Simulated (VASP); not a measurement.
# GaSi2S2 (I4/mmm) in VASP: single point with PBE

Aim: the single point of GaSi2S2 with PBE.

All numbers are computed with VASP 6.6.1; they aren't measurements. Logs are shortened: lines on timing, memory, paths and dates and some standing lists are left out, and cuts for length are marked.

## (1) The cell of the first run

It takes space group I4/mmm (No. 139, tetragonal). The conventional cell has a = 7.988 Å, b = 7.988 Å, c = 9.444 Å, α = 90.00°, β = 90.00°, γ = 90.00°. Ga (site symmetry 4mm) has 4 Si at 2.64 Å within 3.5 Å. Within 3.0 Å of Si (site symmetry m2m) lie 1 S at 2.24 Å and 2 Si at 2.48 Å and 2 Ga at 2.64 Å. Within 3.1 Å of S (site symmetry -4m2) lie 2 S at 2.36 Å. Within 3.0 Å of S (site symmetry mmm) lie 2 Si at 2.24 Å and 2 S at 2.36 Å.

## (2) Single point, PBE

Contents of INCAR:

```
ALGO     = Normal         # electronic algorithm
EDIFF    = 1E-6           # SCF threshold, eV
ENCUT    = 500            # plane-wave cutoff, eV
GGA      = PE             # functional
GGA_COMPAT= F            
ISIF     = 2              # what is computed and relaxed
ISMEAR   = 0              # smearing method
LASPH    = T              # aspherical terms in the spheres
LCHARG   = F              # write CHGCAR
LREAL    = F              # projectors in reciprocal space
LWAVE    = F              # write WAVECAR
NBANDS   = 44             # bands
NELM     = 120            # most SCF steps
PREC     = Accurate       # precision mode
SIGMA    = 0.2            # smearing width, eV
```

Contents of KPOINTS:

```
k-points
0
Gamma
  3 3 3
```

Contents of POSCAR:

```
GaSi2S2
1.0
   -3.9941098676      3.9941098676      4.7217820221
    3.9941098676     -3.9941098676      4.7217820221
    3.9941098676      3.9941098676     -4.7217820221
Ga Si S
2 4 4
Direct
    0.7086460066      0.7086460066      0.0000000000
    0.2913539934      0.2913539934      0.0000000000
    0.5000000000      0.2803833093      0.7803833093
    0.5000000000      0.7196166907      0.2196166907
    0.7196166907      0.5000000000      0.2196166907
    0.2803833093      0.5000000000      0.7803833093
    0.7500000000      0.2500000000      0.5000000000
    0.2500000000      0.7500000000      0.5000000000
    0.5000000000      0.0000000000      0.5000000000
    0.0000000000      0.5000000000      0.5000000000
```

Potentials or basis: VASP PAW PBE potentials, release 64 (Ga_d, Si, S).

Command:

```sh
$ cat potpaw_PBE.64/Ga_d/POTCAR potpaw_PBE.64/Si/POTCAR potpaw_PBE.64/S/POTCAR > POTCAR
$ mpirun -np 1 vasp_std > vasp.out
```

OUTCAR:

```text
EDIFF = 1E-6
   ENCUT = 500
   GGA = PE
   ISIF = 2
   ISMEAR = 0
   LASPH = T
   LREAL = F
   NELM = 120
   PREC = Accurate

 ion  position               nearest neighbor table
   1  0.709  0.709  0.000-   3 2.64   4 2.64   5 2.64   6 2.64
   2  0.291  0.291  0.000-   3 2.64   4 2.64   5 2.64   6 2.64
   3  0.500  0.280  0.780-   9 2.24   6 2.48   5 2.48   2 2.64   1 2.64
   4  0.500  0.720  0.220-   9 2.24   6 2.48   5 2.48   2 2.64   1 2.64
   5  0.720  0.500  0.220-  10 2.24   4 2.48   3 2.48   2 2.64   1 2.64
   6  0.280  0.500  0.780-  10 2.24   4 2.48   3 2.48   2 2.64   1 2.64
   7  0.750  0.250  0.500-   9 2.36  10 2.36
   8  0.250  0.750  0.500-   9 2.36  10 2.36
   9  0.500  0.000  0.500-   3 2.24   4 2.24   7 2.36   8 2.36
  10  0.000  0.500  0.500-   5 2.24   6 2.24   7 2.36   8 2.36

  LATTYP: Found a body centered tetragonal cell.
 ALAT       =     7.9882197352
 C/A-ratio  =     1.1821863140

  Lattice vectors:

 A1 = (  -3.9941098676,   3.9941098676,   4.7217820221)
 A2 = (   3.9941098676,  -3.9941098676,   4.7217820221)
 A3 = (   3.9941098676,   3.9941098676,  -4.7217820221)

Analysis of symmetry for initial positions (statically):
=====================================================================
 Subroutine PRICEL returns:
 Original cell was already a primitive cell.

 Routine SETGRP: Setting up the symmetry group for a
 body centered tetragonal supercell.

 Subroutine GETGRP returns: Found 16 space group operations
 (whereof 16 operations were pure point group operations)
 out of a pool of 16 trial point group operations.

The static configuration has the point symmetry D_4h.

Analysis of symmetry for dynamics (positions and initial velocities):
=====================================================================
 Subroutine PRICEL returns:
 Original cell was already a primitive cell.

 Routine SETGRP: Setting up the symmetry group for a
 body centered tetragonal supercell.

 Subroutine GETGRP returns: Found 16 space group operations
 (whereof 16 operations were pure point group operations)
 out of a pool of 16 trial point group operations.

The dynamic configuration has the point symmetry D_4h.

 Subroutine INISYM returns: Found 16 space group operations
 (whereof 16 operations are pure point group operations),
 and found     1 'primitive' translations

----------------------------------------------------------------------------------------

                                     Primitive cell

  volume of cell :     301.3047

  direct lattice vectors                    reciprocal lattice vectors
    -3.994109868  3.994109868  4.721782022     0.000000000  0.125184338  0.105892224
     3.994109868 -3.994109868  4.721782022     0.125184338  0.000000000  0.105892224
     3.994109868  3.994109868 -4.721782022     0.125184338  0.125184338  0.000000000

  length of vectors
     7.362136425  7.362136425  7.362136425     0.163964269  0.163964269  0.177037389

  position of ions in fractional coordinates (direct lattice)
     0.708646007  0.708646007  0.000000000
     0.291353993  0.291353993  0.000000000
     0.500000000  0.280383309  0.780383309
     0.500000000  0.719616691  0.219616691
     0.719616691  0.500000000  0.219616691
     0.280383309  0.500000000  0.780383309
     0.750000000  0.250000000  0.500000000
     0.250000000  0.750000000  0.500000000
     0.500000000  0.000000000  0.500000000
     0.000000000  0.500000000  0.500000000

  ion indices of the primitive-cell ions
   primitive index   ion index
                 1           1
                 2           2
                 3           3
                 4           4
                 5           5
                 6           6
                 7           7
                 8           8
                 9           9
                10          10

----------------------------------------------------------------------------------------

 KPOINTS: k-points

Automatic generation of k-mesh.
 Grid dimensions read from file:
 generate k-points for:    3    3    3

 Generating k-lattice:

  Cartesian coordinates                     Fractional coordinates (reciprocal lattice)
     0.000000000  0.041728113  0.035297408     0.333333333 -0.000000000  0.000000000
     0.041728113  0.000000000  0.035297408    -0.000000000  0.333333333  0.000000000
     0.041728113  0.041728113  0.000000000     0.000000000  0.000000000  0.333333333

  Length of vectors
     0.054654756  0.054654756  0.059012463

  Shift w.r.t. Gamma in fractional coordinates (k-lattice)
     0.000000000  0.000000000  0.000000000

 Subroutine IBZKPT returns following result:
 ===========================================

 Found      6 irreducible k-points:

 Following reciprocal coordinates:
            Coordinates               Weight
  0.000000  0.000000  0.000000      1.000000
  0.333333  0.000000 -0.000000      8.000000
  0.333333  0.333333  0.000000      8.000000
 -0.333333  0.333333  0.000000      4.000000
 -0.333333  0.333333  0.333333      4.000000
 -0.333333 -0.333333  0.333333      2.000000
   k-points           NKPTS =      6   k-points in BZ     NKDIM =      6   number of bands    NBANDS=     44
   number of dos      NEDOS =    301   number of ions     NIONS =     10
   total plane-waves  NPLWV = 157464
   dimension x,y,z NGX =    54 NGY =   54 NGZ =   54
   dimension x,y,z NGXF=   108 NGYF=  108 NGZF=  108
   ions per type =               2   4   4
   NGX,Y,Z   is equivalent  to a cutoff of  12.19, 12.19, 12.19 a.u.
   NGXF,Y,Z  is equivalent  to a cutoff of  24.39, 24.39, 24.39 a.u.
 SYSTEM =  unknown system
   PREC   = accura    normal or accurate (medium, high low for compatibility)
   ISTART =      0    job   : 0-new  1-cont  2-samecut
   ICHARG =      2    charge: 1-file 2-atom 10-const
   ISPIN  =      1    spin polarized calculation?
   LNONCOLLINEAR =      F non collinear calculations
   LSORBIT =      F    spin-orbit coupling
   LASPH  =      T    aspherical Exc in radial PAW
   ENCUT  =  500.0 eV  36.75 Ry    6.06 a.u.  13.42 13.42 13.42*2*pi/ulx,y,z
   NELM   =    120;   NELMIN=  2; NELMDL= -5     # of ELM steps
   EDIFF  = 0.1E-05   stopping-criterion for ELM
   LREAL  =      F    real-space projection
   EDIFFG = 0.1E-04   stopping-criterion for IOM
   NSW    =      0    number of steps for IOM
   IBRION =     -1    ionic relax: 0-MD 1-quasi-New 2-CG
   NFREE  =      0    steps in history (QN), initial steepest desc. (CG)
   ISIF   =      2    stress and relaxation
   ISYM   =      2    0-nonsym 1-usesym 2-fastsym
   POTIM  = 0.5000    time-step for ionic-motion
   TEBEG  =    0.0;   TEEND  =   0.0 temperature during run
   PSTRESS=    0.0 pullay stress
   NELECT =      66.0000    total number of electrons
   NUPDOWN=      -1.0000    fix difference up-down
   EMIN   =  10.00;   EMAX   =-10.00  energy-range for DOS
   EFERMI =   0.00;   METHOD = LEGACY
   ISMEAR =     0;   SIGMA  =   0.20  broadening in eV -4-tet -1-fermi 0-gaus
   EFERMI_NEDOS =   21; number of points for ismear=-14 and -15
   IALGO  =     38    algorithm
   IMIX   =      4    mixing-type and parameters
     AMIX     =   0.40;   BMIX     =  1.00
     AMIX_MAG =   1.60;   BMIX_MAG =  1.00
  volume/ion in A,a.u.               =      30.13       203.33
  Fermi-wavevector in a.u.,A,eV,Ry     =   0.986857  1.864889 13.250530  0.973886
  Thomas-Fermi vector in A             =   2.118268
   LORBIT       =      0    0 simple, 1 ext, 2 COOP (PROOUT), +10 PAW based schemes
   GGA     = PE    functional components
   LHFCALC =     F    Hartree Fock is set to
   AEXX    =    0.0000 exact exchange contribution
   IVDW    =     0    specifies the selected vdW correction
   LEPSILON=     F    determine dielectric tensor
   LRPA    =     F    only Hartree local field effects (RPA)
 non-spin polarized calculation
 Gauss-broadening in eV      SIGMA  =   0.20
  energy-cutoff  :      500.00
  volume of cell :      301.30
 maximum number of plane-waves:      7741
 NGX is ok and might be reduce to    54
   NGX = 27   NGY = 27   NGZ = 27

 number of electron      65.9999954 magnetization

 Free energy of the ion-electron system (eV)
  ---------------------------------------------------
  ext. energy  EPLUGINS =         0.00000000
  ---------------------------------------------------
  free energy    TOTEN  =       -37.65550578 eV

  energy without entropy =      -37.53414708  energy(sigma->0) =      -37.59482643

 E-fermi :   1.7538     XC(G=0):  -7.5546

 val. band max:        1.7356991230   @ k =   0.3333   0.0000  -0.0000
 cond. band min:       1.9245540487   @ k =   0.0000   0.0000   0.0000
 fundamental gap:      0.1888549257
 Fermi energy:         1.7538013592

 k-point     1 :       0.0000    0.0000    0.0000
  band No.  band energies     occupation
      1     -13.1388      2.00000
      2     -12.9638      2.00000
      3     -12.9396      2.00000
      4     -12.9396      2.00000
      5     -12.9164      2.00000
      6     -12.9164      2.00000
[... 36 lines left out ...]
     43       6.2447      0.00000
     44       6.5146      0.00000

 k-point     2 :       0.3333    0.0000   -0.0000
  band No.  band energies     occupation
      1     -13.0111      2.00000
      2     -12.9611      2.00000
      3     -12.9395      2.00000
      4     -12.9240      2.00000
      5     -12.9165      2.00000
      6     -12.9165      2.00000
[... 36 lines left out ...]
     43       6.2875      0.00000
     44       6.3047      0.00000

 k-point     3 :       0.3333    0.3333    0.0000
  band No.  band energies     occupation
      1     -12.9884      2.00000
      2     -12.9717      2.00000
      3     -12.9454      2.00000
      4     -12.9166      2.00000
      5     -12.9165      2.00000
      6     -12.9155      2.00000
[... 36 lines left out ...]
     43       5.5556      0.00000
     44       6.0014      0.00000

 k-point     4 :      -0.3333    0.3333    0.0000
  band No.  band energies     occupation
      1     -13.1098      2.00000
      2     -12.9690      2.00000
      3     -12.9434      2.00000
      4     -12.9292      2.00000
      5     -12.9165      2.00000
      6     -12.9164      2.00000
[... 36 lines left out ...]
     43       6.0067      0.00000
     44       6.0816      0.00000

 k-point     5 :      -0.3333    0.3333    0.3333
  band No.  band energies     occupation
      1     -13.0875      2.00000
      2     -12.9719      2.00000
      3     -12.9394      2.00000
      4     -12.9358      2.00000
      5     -12.9165      2.00000
      6     -12.9165      2.00000
[... 36 lines left out ...]
     43       5.8939      0.00000
     44       6.0067      0.00000

 k-point     6 :      -0.3333   -0.3333    0.3333
  band No.  band energies     occupation
      1     -12.9750      2.00000
      2     -12.9495      2.00000
      3     -12.9394      2.00000
      4     -12.9394      2.00000
      5     -12.9165      2.00000
      6     -12.9165      2.00000
[... 36 lines left out ...]
     43       5.8848      0.00000
     44       6.4231      0.00000

------------------------ aborting loop because EDIFF is reached ----------------------------------------

  FORCE on cell =-STRESS in cart. coord.  units (eV):
  Direction    XX          YY          ZZ          XY          YZ          ZX
  --------------------------------------------------------------------------------------
  -------------------------------------------------------------------------------------
  Total        0.2259856      0.2259856      0.3885798      0.0000000     -0.0000000      0.0000000
  in kB        1.2016708      1.2016708      2.0662597      0.0000000     -0.0000000      0.0000000
  external PRESSURE =       1.4898671 kB  Pullay stress =       0.0000000 kB

 VOLUME and BASIS-vectors are now :
 -----------------------------------------------------------------------------
  energy-cutoff  :      500.00
  volume of cell :      301.30
      direct lattice vectors                 reciprocal lattice vectors
    -3.994109868  3.994109868  4.721782022     0.000000000  0.125184338  0.105892224
     3.994109868 -3.994109868  4.721782022     0.125184338  0.000000000  0.105892224
     3.994109868  3.994109868 -4.721782022     0.125184338  0.125184338  0.000000000

 POSITION                                       TOTAL-FORCE (eV/Angst)
 -----------------------------------------------------------------------------------
      0.00000      0.00000      6.69214        -0.000000      0.000000     -0.051162
      0.00000      0.00000      2.75142        -0.000000      0.000000      0.051162
      2.23976      3.99411      0.00000        -0.027650      0.000000      0.000000
      1.75435      0.00000      4.72178         0.027650      0.000000      0.000000
      0.00000      1.75435      4.72178        -0.000000      0.027650      0.000000
      3.99411      2.23976      0.00000         0.000000     -0.027650      0.000000
      0.00000      3.99411      2.36089        -0.000000      0.000000      0.000000
      3.99411      0.00000      2.36089         0.000000      0.000000      0.000000
      0.00000      3.99411      0.00000        -0.000000      0.000000      0.000000
      3.99411      0.00000      0.00000         0.000000      0.000000      0.000000
 -----------------------------------------------------------------------------------
    total drift:                               -0.000000     -0.000000      0.000000

  FREE ENERGIE OF THE ION-ELECTRON SYSTEM (eV)
  ---------------------------------------------------
  free  energy   TOTEN  =       -37.6555057802 eV

  energy  without entropy=      -37.5341470794  energy(sigma->0) =      -37.59482643
```

It took 93 s on 1 thread of Intel Xeon Platinum 8559C (Emerald Rapids), shared host; peak memory 0.39 GiB.

What came out:

```
Free energy            : -37.6555 eV
Pressure               : 0.1 GPa
Largest force          : 0.051 eV/Å
Band gap on the k mesh : zero (band 33 reaches 2.04 eV, above the bottom of band 34 at 1.71 eV)
```

Forces on the atoms (eV/Å):
```
Ga   0.000  0.000 -0.051
Ga   0.000  0.000  0.051
Si  -0.028  0.000  0.000
Si   0.028  0.000  0.000
Si   0.000  0.028  0.000
Si   0.000 -0.028  0.000
S    0.000  0.000  0.000
S    0.000  0.000  0.000
S    0.000  0.000  0.000
S    0.000  0.000  0.000
```

Caveat: the k points lie up to 0.37 Å⁻¹ apart.
